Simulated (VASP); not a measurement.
# Ni (Fm-3m) in VASP: single point with PBE

Aim: the single point of Ni with PBE.

Everything below comes from runs of VASP 6.6.1. Logs are shortened: lines on timing, memory, paths and dates and some standing lists are left out, and cuts for length are marked.

## 1. The cell of the first run

The structure is cubic, space group Fm-3m (No. 225). The conventional cell has a = 3.519 Å, b = 3.519 Å, c = 3.519 Å, α = 90.00°, β = 90.00°, γ = 90.00°. Within 3.3 Å of Ni (site symmetry m-3m) lie 12 Ni at 2.49 Å.

## 2. Single point, PBE, collinear spin, ferromagnetic start

File INCAR:

```
SYSTEM = Ni
  PREC = Accurate
  ENCUT = 520
  EDIFF = 1E-6
  ISMEAR = -1
  SIGMA = 0.05
  LREAL = .FALSE.
  LASPH = .TRUE.
  NELM = 150
  ALGO = Normal
  ISIF = 2
  LWAVE = .FALSE.
  LCHARG = .TRUE.
  ISPIN = 2
  MAGMOM = 1 1
  LORBIT = 11
  LMAXMIX = 4
  GGA = PE
  LELF = .TRUE.
  LVHAR = .TRUE.
  NBANDS = 21
```

File KPOINTS:

```
Automatic mesh
0
G
  15 10 15
  0 0 0
```

File POSCAR:

```
Ni
1.0
   -1.7593077821      1.7593077821      0.0000000000
    0.0000000000      0.0000000000      3.5186155641
    1.7593077821      1.7593077821      0.0000000000
Ni
2
Direct
    0.0000000000      0.0000000000      0.0000000000
    0.5000000000      0.5000000000      0.5000000000
```

Potentials or basis: VASP PAW PBE potentials, release 64 (Ni).

The run is started by

```console
> cat potpaw_PBE.64/Ni/POTCAR > POTCAR
> mpirun -np 1 vasp_std > vasp.out
```

OUTCAR:

```text
SYSTEM = Ni
   PREC = Accurate
   ENCUT = 520
   EDIFF = 1E-6
   ISMEAR = -1
   LREAL = .FALSE.
   LASPH = .TRUE.
   NELM = 150
   ISIF = 2
   ISPIN = 2
   LORBIT = 11
   GGA = PE

 ion  position               nearest neighbor table
   1  0.000  0.000  0.000-   2 2.49   2 2.49   2 2.49   2 2.49   2 2.49   2 2.49   2 2.49   2 2.49

   2  0.500  0.500  0.500-   1 2.49   1 2.49   1 2.49   1 2.49   1 2.49   1 2.49   1 2.49   1 2.49

  LATTYP: Found a simple tetragonal cell.
 ALAT       =     2.4880369258
 C/A-ratio  =     1.4142135623

  Lattice vectors:

 A1 = (   1.7593077821,  -1.7593077821,   0.0000000000)
 A2 = (   1.7593077821,   1.7593077821,   0.0000000000)
 A3 = (   0.0000000000,   0.0000000000,   3.5186155641)

Analysis of symmetry for initial positions (statically):
=====================================================================
 Subroutine PRICEL returns following result:

  LATTYP: Found a face centered cubic cell.
 ALAT       =     3.5186155642

  Lattice vectors:

 A1 = (   1.7593077821,   0.0000000000,   1.7593077821)
 A2 = (   1.7593077821,   1.7593077821,   0.0000000000)
 A3 = (   0.0000000000,   1.7593077821,   1.7593077820)

   2 primitive cells build up your supercell.

 Routine SETGRP: Setting up the symmetry group for a
 simple tetragonal supercell.

 Subroutine GETGRP returns: Found 16 space group operations
 (whereof 16 operations were pure point group operations)
 out of a pool of 16 trial point group operations.

The static configuration has the point symmetry D_4h.

Analysis of symmetry for dynamics (positions and initial velocities):
=====================================================================
 Subroutine PRICEL returns following result:

  LATTYP: Found a face centered cubic cell.
 ALAT       =     3.5186155642

  Lattice vectors:

 A1 = (   1.7593077821,   0.0000000000,   1.7593077821)
 A2 = (   1.7593077821,   1.7593077821,   0.0000000000)
 A3 = (   0.0000000000,   1.7593077821,   1.7593077820)

   2 primitive cells build up your supercell.

 Routine SETGRP: Setting up the symmetry group for a
 simple tetragonal supercell.

 Subroutine GETGRP returns: Found 16 space group operations
 (whereof 16 operations were pure point group operations)
 out of a pool of 16 trial point group operations.

The dynamic configuration has the point symmetry D_4h.

Analysis of structural, dynamic, and magnetic symmetry:
=====================================================================
 Subroutine PRICEL returns following result:

  LATTYP: Found a face centered cubic cell.
 ALAT       =     3.5186155642

  Lattice vectors:

 A1 = (   1.7593077821,   0.0000000000,   1.7593077821)
 A2 = (   1.7593077821,   1.7593077821,   0.0000000000)
 A3 = (   0.0000000000,   1.7593077821,   1.7593077820)

   2 primitive cells build up your supercell.

 Routine SETGRP: Setting up the symmetry group for a
 simple tetragonal supercell.

 Subroutine GETGRP returns: Found 16 space group operations
 (whereof 16 operations were pure point group operations)
 out of a pool of 16 trial point group operations.

The overall configuration has the point symmetry D_4h.

 Subroutine INISYM returns: Found 16 space group operations
 (whereof 16 operations are pure point group operations),
 and found     2 'primitive' translations

----------------------------------------------------------------------------------------

                                     Primitive cell

  volume of cell :      10.8907

  direct lattice vectors                    reciprocal lattice vectors
     1.759307782  0.000000000  1.759307782     0.284202688 -0.284202688  0.284202688
     1.759307782  1.759307782  0.000000000     0.284202688  0.284202688 -0.284202688
     0.000000000  1.759307782  1.759307782    -0.284202688  0.284202688  0.284202688

  length of vectors
     2.488036926  2.488036926  2.488036926     0.492253495  0.492253495  0.492253495

  position of ions in fractional coordinates (direct lattice)
     0.000000000  0.000000000  0.000000000

  ion indices of the primitive-cell ions
   primitive index   ion index
                 1           1

----------------------------------------------------------------------------------------

 KPOINTS: Automatic mesh

Automatic generation of k-mesh.
 Grid dimensions read from file:
 generate k-points for:   15   10   15

 Generating k-lattice:

  Cartesian coordinates                     Fractional coordinates (reciprocal lattice)
    -0.018946846  0.018946846  0.000000000     0.066666667  0.000000000  0.000000000
     0.000000000  0.000000000  0.028420269     0.000000000  0.100000000  0.000000000
     0.018946846  0.018946846  0.000000000     0.000000000  0.000000000  0.066666667

  Length of vectors
     0.026794886  0.028420269  0.026794886

  Shift w.r.t. Gamma in fractional coordinates (k-lattice)
     0.000000000  0.000000000  0.000000000

 Subroutine IBZKPT returns following result:
 ===========================================

 Found    216 irreducible k-points:

 Following reciprocal coordinates:
            Coordinates               Weight
  0.000000  0.000000  0.000000      1.000000
  0.066667  0.000000  0.000000      4.000000
  0.133333  0.000000  0.000000      4.000000
  0.200000  0.000000  0.000000      4.000000
  0.266667  0.000000  0.000000      4.000000
  0.333333  0.000000  0.000000      4.000000
[... 16 lines left out ...]
  0.400000  0.200000  0.000000      8.000000
  0.466667  0.200000  0.000000      8.000000
 [... further k-points ...]
   k-points           NKPTS =    216   k-points in BZ     NKDIM =    216   number of bands    NBANDS=     21
   number of dos      NEDOS =    301   number of ions     NIONS =      2
   total plane-waves  NPLWV =  11200
   dimension x,y,z NGX =    20 NGY =   28 NGZ =   20
   dimension x,y,z NGXF=    40 NGYF=   56 NGZF=   40
   ions per type =               2
   NGX,Y,Z   is equivalent  to a cutoff of  13.36, 13.23, 13.36 a.u.
   NGXF,Y,Z  is equivalent  to a cutoff of  26.73, 26.46, 26.73 a.u.
 SYSTEM =  Ni
   PREC   = accura    normal or accurate (medium, high low for compatibility)
   ISTART =      0    job   : 0-new  1-cont  2-samecut
   ICHARG =      2    charge: 1-file 2-atom 10-const
   ISPIN  =      2    spin polarized calculation?
   LNONCOLLINEAR =      F non collinear calculations
   LSORBIT =      F    spin-orbit coupling
   LASPH  =      T    aspherical Exc in radial PAW
   ENCUT  =  520.0 eV  38.22 Ry    6.18 a.u.   4.63  6.54  4.63*2*pi/ulx,y,z
   NELM   =    150;   NELMIN=  2; NELMDL= -5     # of ELM steps
   EDIFF  = 0.1E-05   stopping-criterion for ELM
   LREAL  =      F    real-space projection
   EDIFFG = 0.1E-04   stopping-criterion for IOM
   NSW    =      0    number of steps for IOM
   IBRION =     -1    ionic relax: 0-MD 1-quasi-New 2-CG
   NFREE  =      0    steps in history (QN), initial steepest desc. (CG)
   ISIF   =      2    stress and relaxation
   ISYM   =      2    0-nonsym 1-usesym 2-fastsym
   POTIM  = 0.5000    time-step for ionic-motion
   TEBEG  =    0.0;   TEEND  =   0.0 temperature during run
   PSTRESS=    0.0 pullay stress
   NELECT =      20.0000    total number of electrons
   NUPDOWN=      -1.0000    fix difference up-down
   EMIN   =  10.00;   EMAX   =-10.00  energy-range for DOS
   EFERMI =   0.00;   METHOD = LEGACY
   ISMEAR =    -1;   SIGMA  =   0.05  broadening in eV -4-tet -1-fermi 0-gaus
   EFERMI_NEDOS =   21; number of points for ismear=-14 and -15
   IALGO  =     38    algorithm
   IMIX   =      4    mixing-type and parameters
     AMIX     =   0.40;   BMIX     =  1.00
     AMIX_MAG =   1.60;   BMIX_MAG =  1.00
  volume/ion in A,a.u.               =      10.89        73.49
  Fermi-wavevector in a.u.,A,eV,Ry     =   1.591194  3.006920 34.448549  2.531897
  Thomas-Fermi vector in A             =   2.689772
   LORBIT       =     11    0 simple, 1 ext, 2 COOP (PROOUT), +10 PAW based schemes
   GGA     = PE    functional components
   LHFCALC =     F    Hartree Fock is set to
   AEXX    =    0.0000 exact exchange contribution
   IVDW    =     0    specifies the selected vdW correction
   LEPSILON=     F    determine dielectric tensor
   LRPA    =     F    only Hartree local field effects (RPA)
 spin polarized calculation
  energy-cutoff  :      520.00
  volume of cell :       21.78
 maximum number of plane-waves:       606
 NGX is ok and might be reduce to    20
   NGX =  9   NGY = 13   NGZ =  9

 number of electron      19.9999988 magnetization       1.2742924

 Free energy of the ion-electron system (eV)
  ---------------------------------------------------
  ext. energy  EPLUGINS =         0.00000000
  ---------------------------------------------------
  free energy    TOTEN  =       -10.95636239 eV

  energy without entropy =      -10.92875385  energy(sigma->0) =      -10.94255812

 E-fermi :   9.3611     XC(G=0): -13.2499

 val. band max:        9.3610214077   @ k =   0.4000   0.1000   0.1333
 cond. band min:       9.3642480741   @ k =   0.1333   0.4000   0.0000
 fundamental gap:      0.0032266664
 Fermi energy:         9.3610751573

 spin component 1

 k-point     1 :       0.0000    0.0000    0.0000
  band No.  band energies     occupation
      1       0.3576      1.00000
      2       4.7171      1.00000
      3       5.1646      1.00000
      4       6.9218      1.00000
      5       6.9235      1.00000
      6       6.9235      1.00000
[... 550 lines left out ...]
      5       6.8393      1.00000
      6       6.9421      1.00000
[... 13 lines left out ...]
     20      33.6078      0.00000
     21      39.5270      0.00000

 [... further k-points ...]

 spin component 2

 k-point     1 :       0.0000    0.0000    0.0000
  band No.  band energies     occupation
      1       0.3249      1.00000
      2       5.0676      1.00000
      3       5.7917      1.00000
      4       7.6863      1.00000
      5       7.6863      1.00000
      6       7.6878      1.00000
[... 550 lines left out ...]
      5       7.4702      1.00000
      6       7.4931      1.00000
[... 13 lines left out ...]
     20      33.6914      0.00000
     21      39.5833      0.00000

 [... further k-points ...]
[... 5 lines left out ...]
  --------------------------------------------------------------------------------------
  -------------------------------------------------------------------------------------
  Total        0.0030933      0.0030933     -0.0086449      0.0000000     -0.0000000      0.0000000
  in kB        0.2275332      0.2275332     -0.6358970      0.0000000     -0.0000000      0.0000000
  external PRESSURE =      -0.0602769 kB  Pullay stress =       0.0000000 kB

 VOLUME and BASIS-vectors are now :
 -----------------------------------------------------------------------------
  energy-cutoff  :      520.00
  volume of cell :       21.78
      direct lattice vectors                 reciprocal lattice vectors
    -1.759307782  1.759307782  0.000000000    -0.284202688  0.284202688  0.000000000
     0.000000000  0.000000000  3.518615564     0.000000000  0.000000000  0.284202688
     1.759307782  1.759307782  0.000000000     0.284202688  0.284202688  0.000000000

 POSITION                                       TOTAL-FORCE (eV/Angst)
 -----------------------------------------------------------------------------------
      0.00000      0.00000      0.00000         0.000000      0.000000      0.000000
      0.00000      1.75931      1.75931        -0.000000     -0.000000     -0.000000
 -----------------------------------------------------------------------------------
    total drift:                                0.000000     -0.000000      0.000000

  FREE ENERGIE OF THE ION-ELECTRON SYSTEM (eV)
  ---------------------------------------------------
  free  energy   TOTEN  =       -10.9563623918 eV

  energy  without entropy=      -10.9287538451  energy(sigma->0) =      -10.94255812

 total charge

# of ion       s       p       d       tot
------------------------------------------
    1        0.497   0.497   8.313   9.308
    2        0.497   0.497   8.313   9.308
--------------------------------------------------
tot          0.995   0.995  16.626  18.615

 magnetization (x)

# of ion       s       p       d       tot
------------------------------------------
    1       -0.006  -0.024   0.679   0.649
    2       -0.006  -0.024   0.679   0.649
--------------------------------------------------
tot         -0.012  -0.049   1.358   1.297
```

Run time: 1.9 min. Hardware: 1 thread of Oxide Virtual Turin-like, shared host; peak memory 0.2 GiB.

What came out:

| Quantity | Value |
| --- | --- |
| Free energy | -10.9564 eV |
| Pressure | 0.0 GPa |
| Net moment | 1.27 μB per cell |
| Site moments | Ni +0.65 μB |
| Valence electrons inside the program's atomic spheres | Ni 9.31 |
